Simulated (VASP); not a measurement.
# Pb (Pm-3m) in VASP: further runs

Pb is run at these levels: BLYP; tasks: single point.

Everything below comes from runs of VASP 6.6.1. Logs are shortened: lines on timing, memory, paths and dates and some standing lists are left out, and cuts for length are marked.

**1. The cell of the first run**

Symmetry: Pm-3m, No. 221, cubic system. Conventional cell: a = 3.345 Å, b = 3.345 Å, c = 3.345 Å, α = 90.00°, β = 90.00°, γ = 90.00°. Within 4.4 Å of Pb (site symmetry m-3m) lie 6 Pb at 3.34 Å.

**2. Single point, BLYP**

File INCAR:

```
  AGGAC = 1.0
  AGGAX = 1.0
  ALDAC = 0.0
  ALDAX = 1.0
  ALGO = Normal
  EDIFF = 1E-7
  ENCUT = 520
  GGA = B5
  ISIF = 2
  ISMEAR = -1
  LASPH = T
  LCHARG = F
  LREAL = F
  LWAVE = F
  NBANDS = 13
  NELM = 60
  PREC = Accurate
  SIGMA = 0.1
```

File KPOINTS:

```
k-points
0
Gamma
  10 10 10
```

File POSCAR:

```
Pb
1.0
    3.3447548110      0.0000000000      0.0000000000
    0.0000000000      3.3447548110      0.0000000000
    0.0000000000      0.0000000000      3.3447548110
Pb
1
Direct
    0.0000000000      0.0000000000      0.0000000000
```

Potentials or basis: VASP PAW PBE potentials, release 64 (Pb_d).

Command:

```
> cat potpaw_PBE.64/Pb_d/POTCAR > POTCAR
> mpirun -np 1 vasp_std > vasp.out
```

OUTCAR:

```text
EDIFF = 1E-7
   ENCUT = 520
   GGA = B5
   ISIF = 2
   ISMEAR = -1
   LASPH = T
   LREAL = F
   NELM = 60
   PREC = Accurate

 ion  position               nearest neighbor table
   1  0.000  0.000  0.000-

  LATTYP: Found a simple cubic cell.
 ALAT       =     3.3447548110

  Lattice vectors:

 A1 = (   3.3447548110,   0.0000000000,   0.0000000000)
 A2 = (   0.0000000000,   3.3447548110,   0.0000000000)
 A3 = (   0.0000000000,   0.0000000000,   3.3447548110)

Analysis of symmetry for initial positions (statically):
=====================================================================
 Subroutine PRICEL returns:
 Original cell was already a primitive cell.

 Routine SETGRP: Setting up the symmetry group for a
 simple cubic supercell.

 Subroutine GETGRP returns: Found 48 space group operations
 (whereof 48 operations were pure point group operations)
 out of a pool of 48 trial point group operations.

The static configuration has the point symmetry O_h .

Analysis of symmetry for dynamics (positions and initial velocities):
=====================================================================
 Subroutine PRICEL returns:
 Original cell was already a primitive cell.

 Routine SETGRP: Setting up the symmetry group for a
 simple cubic supercell.

 Subroutine GETGRP returns: Found 48 space group operations
 (whereof 48 operations were pure point group operations)
 out of a pool of 48 trial point group operations.

The dynamic configuration has the point symmetry O_h .

 Subroutine INISYM returns: Found 48 space group operations
 (whereof 48 operations are pure point group operations),
 and found     1 'primitive' translations

----------------------------------------------------------------------------------------

                                     Primitive cell

  volume of cell :      37.4191

  direct lattice vectors                    reciprocal lattice vectors
     3.344754811  0.000000000  0.000000000     0.298975577  0.000000000  0.000000000
     0.000000000  3.344754811  0.000000000     0.000000000  0.298975577  0.000000000
     0.000000000  0.000000000  3.344754811     0.000000000  0.000000000  0.298975577

  length of vectors
     3.344754811  3.344754811  3.344754811     0.298975577  0.298975577  0.298975577

  position of ions in fractional coordinates (direct lattice)
     0.000000000  0.000000000  0.000000000

  ion indices of the primitive-cell ions
   primitive index   ion index
                 1           1

----------------------------------------------------------------------------------------

 KPOINTS: k-points

Automatic generation of k-mesh.
 Grid dimensions read from file:
 generate k-points for:   10   10   10

 Generating k-lattice:

  Cartesian coordinates                     Fractional coordinates (reciprocal lattice)
     0.029897558  0.000000000  0.000000000     0.100000000  0.000000000  0.000000000
     0.000000000  0.029897558  0.000000000     0.000000000  0.100000000  0.000000000
     0.000000000  0.000000000  0.029897558     0.000000000  0.000000000  0.100000000

  Length of vectors
     0.029897558  0.029897558  0.029897558

  Shift w.r.t. Gamma in fractional coordinates (k-lattice)
     0.000000000  0.000000000  0.000000000

 Subroutine IBZKPT returns following result:
 ===========================================

 Found     56 irreducible k-points:

 Following reciprocal coordinates:
            Coordinates               Weight
  0.000000  0.000000  0.000000      1.000000
  0.100000  0.000000  0.000000      6.000000
  0.200000  0.000000  0.000000      6.000000
  0.300000  0.000000  0.000000      6.000000
  0.400000  0.000000  0.000000      6.000000
  0.500000  0.000000  0.000000      3.000000
[... 16 lines left out ...]
  0.200000  0.100000  0.100000     24.000000
  0.300000  0.100000  0.100000     24.000000
 [... further k-points ...]
   k-points           NKPTS =     56   k-points in BZ     NKDIM =     56   number of bands    NBANDS=     13
   number of dos      NEDOS =    301   number of ions     NIONS =      1
   total plane-waves  NPLWV =  21952
   dimension x,y,z NGX =    28 NGY =   28 NGZ =   28
   dimension x,y,z NGXF=    56 NGYF=   56 NGZF=   56
   ions per type =               1
   NGX,Y,Z   is equivalent  to a cutoff of  13.92, 13.92, 13.92 a.u.
   NGXF,Y,Z  is equivalent  to a cutoff of  27.83, 27.83, 27.83 a.u.
 SYSTEM =  unknown system
   PREC   = accura    normal or accurate (medium, high low for compatibility)
   ISTART =      0    job   : 0-new  1-cont  2-samecut
   ICHARG =      2    charge: 1-file 2-atom 10-const
   ISPIN  =      1    spin polarized calculation?
   LNONCOLLINEAR =      F non collinear calculations
   LSORBIT =      F    spin-orbit coupling
   LASPH  =      T    aspherical Exc in radial PAW
   ENCUT  =  520.0 eV  38.22 Ry    6.18 a.u.   6.22  6.22  6.22*2*pi/ulx,y,z
   NELM   =     60;   NELMIN=  2; NELMDL= -5     # of ELM steps
   EDIFF  = 0.1E-06   stopping-criterion for ELM
   LREAL  =      F    real-space projection
   EDIFFG = 0.1E-05   stopping-criterion for IOM
   NSW    =      0    number of steps for IOM
   IBRION =     -1    ionic relax: 0-MD 1-quasi-New 2-CG
   NFREE  =      0    steps in history (QN), initial steepest desc. (CG)
   ISIF   =      2    stress and relaxation
   ISYM   =      2    0-nonsym 1-usesym 2-fastsym
   POTIM  = 0.5000    time-step for ionic-motion
   TEBEG  =    0.0;   TEEND  =   0.0 temperature during run
   PSTRESS=    0.0 pullay stress
   NELECT =      14.0000    total number of electrons
   NUPDOWN=      -1.0000    fix difference up-down
   EMIN   =  10.00;   EMAX   =-10.00  energy-range for DOS
   EFERMI =   0.00;   METHOD = LEGACY
   ISMEAR =    -1;   SIGMA  =   0.10  broadening in eV -4-tet -1-fermi 0-gaus
   EFERMI_NEDOS =   21; number of points for ismear=-14 and -15
   IALGO  =     38    algorithm
   IMIX   =      4    mixing-type and parameters
     AMIX     =   0.40;   BMIX     =  1.00
     AMIX_MAG =   1.60;   BMIX_MAG =  1.00
  volume/ion in A,a.u.               =      37.42       252.52
  Fermi-wavevector in a.u.,A,eV,Ry     =   1.179650  2.229216 18.933520  1.391574
  Thomas-Fermi vector in A             =   2.315957
   LORBIT       =      0    0 simple, 1 ext, 2 COOP (PROOUT), +10 PAW based schemes
   GGA     = B5    functional components
   LHFCALC =     F    Hartree Fock is set to
   AEXX    =    0.0000 exact exchange contribution
   IVDW    =     0    specifies the selected vdW correction
   LEPSILON=     F    determine dielectric tensor
   LRPA    =     F    only Hartree local field effects (RPA)
 non-spin polarized calculation
  energy-cutoff  :      520.00
  volume of cell :       37.42
 maximum number of plane-waves:      1024
 NGX is ok and might be reduce to    28
   NGX = 13   NGY = 13   NGZ = 13

 number of electron      14.0000007 magnetization

 Free energy of the ion-electron system (eV)
  ---------------------------------------------------
  ext. energy  EPLUGINS =         0.00000000
  ---------------------------------------------------
  free energy    TOTEN  =        -2.79134252 eV

  energy without entropy =       -2.76709978  energy(sigma->0) =       -2.77922115

 E-fermi :   5.3584     XC(G=0):  -8.5156

 val. band max:        5.3524407939   @ k =   0.3000   0.3000   0.1000
 cond. band min:       5.4884380411   @ k =   0.5000   0.4000   0.3000
 fundamental gap:      0.1359972471
 Fermi energy:         5.3584143252

 k-point     1 :       0.0000    0.0000    0.0000
  band No.  band energies     occupation
      1     -11.6708      2.00000
      2     -11.6708      2.00000
      3     -11.2346      2.00000
      4     -11.2346      2.00000
      5     -11.2346      2.00000
      6      -5.2927      2.00000
      7       9.8319      0.00000
      8       9.8319      0.00000
      9       9.8319      0.00000
     10      12.9794      0.00000
     11      14.3534      0.00000
     12      14.3534      0.00000
     13      22.7710      0.00000

 k-point     2 :       0.1000    0.0000    0.0000
  band No.  band energies     occupation
      1     -11.6687      2.00000
      2     -11.6384      2.00000
      3     -11.2457      2.00000
      4     -11.2457      2.00000
      5     -11.2337      2.00000
      6      -5.1704      2.00000
      7       8.4168      0.00000
      8       9.9709      0.00000
      9       9.9709      0.00000
     10      13.4333      0.00000
     11      14.4395      0.00000
     12      15.6283      0.00000
     13      21.9326      0.00000

 k-point     3 :       0.2000    0.0000    0.0000
  band No.  band energies     occupation
      1     -11.6634      2.00000
      2     -11.5544      2.00000
      3     -11.2746      2.00000
      4     -11.2746      2.00000
      5     -11.2312      2.00000
      6      -4.8105      2.00000
      7       6.2001      0.00044
      8      10.3636      0.00000
      9      10.3636      0.00000
     10      13.8396      0.00000
     11      14.7000      0.00000
     12      18.3851      0.00000
     13      20.4370      0.00000
[... 305 lines left out ...]
 k-point    23 :       0.2000    0.1000    0.1000
  band No.  band energies     occupation
      1     -11.6138      2.00000
      2     -11.5329      2.00000
      3     -11.2868      2.00000
      4     -11.2854      2.00000
      5     -11.2536      2.00000
      6      -4.5686      2.00000
      7       6.4609      0.00003
      8       8.9942      0.00000
      9       9.1709      0.00000
     10      15.6360      0.00000
     11      16.1573      0.00000
     12      18.2480      0.00000
     13      18.9227      0.00000

 k-point    24 :       0.3000    0.1000    0.1000
  band No.  band energies     occupation
      1     -11.6074      2.00000
      2     -11.4276      2.00000
      3     -11.3236      2.00000
      4     -11.3218      2.00000
      5     -11.2504      2.00000
      6      -4.0133      2.00000
      7       4.4245      1.99982
      8       9.5683      0.00000
      9       9.7321      0.00000
     10      15.6891      0.00000
     11      16.1619      0.00000
     12      17.6765      0.00000
     13      17.8366      0.00000

 [... further k-points ...]

------------------------ aborting loop because EDIFF is reached ----------------------------------------

  FORCE on cell =-STRESS in cart. coord.  units (eV):
  Direction    XX          YY          ZZ          XY          YZ          ZX
  --------------------------------------------------------------------------------------
  -------------------------------------------------------------------------------------
  Total        0.0050679      0.0050679      0.0050679      0.0000000     -0.0000000      0.0000000
  in kB        0.2169911      0.2169911      0.2169911      0.0000000     -0.0000000      0.0000000
  external PRESSURE =       0.2169911 kB  Pullay stress =       0.0000000 kB

 VOLUME and BASIS-vectors are now :
 -----------------------------------------------------------------------------
  energy-cutoff  :      520.00
  volume of cell :       37.42
      direct lattice vectors                 reciprocal lattice vectors
     3.344754811  0.000000000  0.000000000     0.298975577  0.000000000  0.000000000
     0.000000000  3.344754811  0.000000000     0.000000000  0.298975577  0.000000000
     0.000000000  0.000000000  3.344754811     0.000000000  0.000000000  0.298975577

 POSITION                                       TOTAL-FORCE (eV/Angst)
 -----------------------------------------------------------------------------------
      0.00000      0.00000      0.00000         0.000000      0.000000      0.000000
 -----------------------------------------------------------------------------------
    total drift:                               -0.000000     -0.000000     -0.000000

  FREE ENERGIE OF THE ION-ELECTRON SYSTEM (eV)
  ---------------------------------------------------
  free  energy   TOTEN  =        -2.7913425245 eV

  energy  without entropy=       -2.7670997816  energy(sigma->0) =       -2.77922115
```

Wall time 13 s (1 thread of Intel Xeon 6975P-C (Granite Rapids), shared host); peak memory 0.16 GiB.

What came out:

* Free energy: -2.7913 eV
* Pressure: 0.0 GPa
* Band gap on the k mesh: zero (band 7 reaches 9.83 eV, above the bottom of band 8 at 3.83 eV)

Caveat: the PAW data sets were made with another functional, which shifts forces and pressure a little; spin-orbit coupling is left out, which moves the levels of the heavy elements.

**3. Single point, BLYP (volume scaled by 0.92)**

File INCAR:

```
SYSTEM = Pb
PREC = Accurate
ENCUT = 520
EDIFF = 1E-7
ISMEAR = -1
SIGMA = 0.1
LREAL = .FALSE.
LASPH = .TRUE.
NELM = 100
ALGO = Normal
ISIF = 2
LWAVE = .FALSE.
LCHARG = .FALSE.
GGA = B5
ALDAX = 1.0
AGGAX = 1.0
AGGAC = 1.0
ALDAC = 0.0
NBANDS = 13
```

File KPOINTS:

```
regular mesh
0
G
  15 15 15
  0 0 0
```

File POSCAR:

```
Pb
1.0
    3.2530711556      0.0000000000      0.0000000000
    0.0000000000      3.2530711556      0.0000000000
    0.0000000000      0.0000000000      3.2530711556
Pb
1
Direct
    0.0000000000      0.0000000000      0.0000000000
```

Potentials or basis: VASP PAW PBE potentials, release 64 (Pb_d).

Command:

```
> cat potpaw_PBE.64/Pb_d/POTCAR > POTCAR
> mpirun -np 1 vasp_std > vasp.out
```

OUTCAR:

```text
SYSTEM = Pb
   PREC = Accurate
   ENCUT = 520
   EDIFF = 1E-7
   ISMEAR = -1
   LREAL = .FALSE.
   LASPH = .TRUE.
   NELM = 100
   ISIF = 2
   GGA = B5

 ion  position               nearest neighbor table
   1  0.000  0.000  0.000-

  LATTYP: Found a simple cubic cell.
 ALAT       =     3.2530711556

  Lattice vectors:

 A1 = (   3.2530711556,   0.0000000000,   0.0000000000)
 A2 = (   0.0000000000,   3.2530711556,   0.0000000000)
 A3 = (   0.0000000000,   0.0000000000,   3.2530711556)

[... 559 lines left out ...]
     12      20.1661      0.00000
     13      21.1525      0.00000

 [... further k-points ...]

------------------------ aborting loop because EDIFF is reached ----------------------------------------

  FORCE on cell =-STRESS in cart. coord.  units (eV):
  Direction    XX          YY          ZZ          XY          YZ          ZX
  --------------------------------------------------------------------------------------
  -------------------------------------------------------------------------------------
  Total        0.6427262      0.6427262      0.6427262      0.0000000     -0.0000000      0.0000000
  in kB       29.9127190     29.9127190     29.9127190      0.0000000     -0.0000000      0.0000000
  external PRESSURE =      29.9127190 kB  Pullay stress =       0.0000000 kB

 VOLUME and BASIS-vectors are now :
 -----------------------------------------------------------------------------
  energy-cutoff  :      520.00
  volume of cell :       34.43
      direct lattice vectors                 reciprocal lattice vectors
     3.253071156  0.000000000  0.000000000     0.307401822  0.000000000  0.000000000
     0.000000000  3.253071156  0.000000000     0.000000000  0.307401822  0.000000000
     0.000000000  0.000000000  3.253071156     0.000000000  0.000000000  0.307401822

 POSITION                                       TOTAL-FORCE (eV/Angst)
 -----------------------------------------------------------------------------------
      0.00000      0.00000      0.00000         0.000000      0.000000      0.000000
 -----------------------------------------------------------------------------------
    total drift:                                0.000000     -0.000000      0.000000

  FREE ENERGIE OF THE ION-ELECTRON SYSTEM (eV)
  ---------------------------------------------------
  free  energy   TOTEN  =        -2.7519223629 eV

  energy  without entropy=       -2.7269185979  energy(sigma->0) =       -2.73942048
```

OSZICAR:

```text
N       E                     dE             d eps       ncg     rms          rms(c)
DAV:   1     0.110885317322E+03    0.11089E+03   -0.70660E+03  3159   0.120E+03
DAV:   2     0.286283245354E+01   -0.10802E+03   -0.10481E+03  3270   0.310E+02
DAV:   3    -0.262531927567E+01   -0.54882E+01   -0.54690E+01  3805   0.760E+01
DAV:   4    -0.276762331569E+01   -0.14230E+00   -0.14226E+00  3804   0.134E+01
DAV:   5    -0.277468313267E+01   -0.70598E-02   -0.70597E-02  4382   0.274E+00    0.987E-01
DAV:   6    -0.275363500299E+01    0.21048E-01   -0.39061E-02  3923   0.367E+00    0.441E-01
DAV:   7    -0.275155100396E+01    0.20840E-02   -0.14501E-02  4050   0.209E+00    0.123E-01
DAV:   8    -0.275193517029E+01   -0.38417E-03   -0.11758E-03  3405   0.446E-01    0.156E-02
DAV:   9    -0.275192487967E+01    0.10291E-04   -0.44055E-05  4115   0.106E-01    0.907E-03
DAV:  10    -0.275192195468E+01    0.29250E-05   -0.75348E-06  3350   0.255E-02    0.111E-03
DAV:  11    -0.275192218672E+01   -0.23204E-06   -0.23215E-07  3799   0.556E-03    0.636E-04
DAV:  12    -0.275192235040E+01   -0.16368E-06   -0.35399E-08  2672   0.146E-03    0.755E-05
DAV:  13    -0.275192236293E+01   -0.12531E-07   -0.37573E-09  1945   0.916E-04
   1 F= -.27519224E+01 E0= -.27394205E+01  d E =-.250038E-01
```

stdout:

```text
POSCAR found type information on POSCAR Pb
 POSCAR found :  1 types and       1 ions
 scaLAPACK will be used
 -----------------------------------------------------------------------------
|                                                                             |
|                                                                             |
|     You enforced a specific xc type in the INCAR file but a different       |
|     I HOPE YOU KNOW WHAT YOU ARE DOING!                                     |
|                                                                             |
 -----------------------------------------------------------------------------

 LDA part: xc-table for (Slater(with rela. corr.)+VWN5), standard interpolation
 POSCAR, INCAR and KPOINTS ok, starting setup
 FFT: planning ... GRIDC
 FFT: planning ... GRID_SOFT
 FFT: planning ... GRID
 WAVECAR not read
 entering main loop
```

Run time: 13 s. Hardware: 1 thread of Intel Xeon 6975P-C (Granite Rapids), shared host; peak memory 0.17 GiB.

Results:

| Property | Result |
| --- | --- |
| Free energy | -2.7519 eV |
| Pressure | 3.0 GPa |
| Band gap on the k mesh | zero (band 7 reaches 10.95 eV, above the bottom of band 8 at 4.51 eV) |

Caveat: the PAW data sets were made with another functional, which shifts forces and pressure a little; spin-orbit coupling is left out, which moves the levels of the heavy elements.
